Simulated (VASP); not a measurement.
Input of a VASP 6.6.1 run:

INCAR

```
ALGO = Normal
EDIFF = 1E-8
ENCUT = 520
GGA = PE
ISIF = 2
ISMEAR = -1
LASPH = T
LCHARG = F
LEFG = T
LREAL = F
LWAVE = F
NBANDS = 8
NELM = 100
PREC = Accurate
SIGMA = 0.05
```

File KPOINTS:

```
k-points
0
Gamma
  13 13 13
```

POSCAR

```
Li
1.0
   -1.6800000000      1.7500000000      1.7500000000
    1.7500000000     -1.6800000000      1.7500000000
    1.7500000000      1.7500000000     -1.6800000000
Li
1
Direct
    0.0000000000      0.0000000000      0.0000000000
```

Potentials or basis: VASP PAW PBE potentials, release 64 (Li_sv).

Command:

```bash
$ cat potpaw_PBE.64/Li_sv/POTCAR > POTCAR
$ mpirun -np 1 vasp_std > vasp.out
```

(1) Estimate the band gap on the k mesh.

Answers

(1) zero (an odd number of electrons rules out a gap without spin polarisation).

Caveat: the cell differs from its parent crystal (equal xy, yz and zx shear strains of +4 %); without QUAD_EFG the Cq values of the log hold for a quadrupole moment of 1 mb, not for the nuclei.
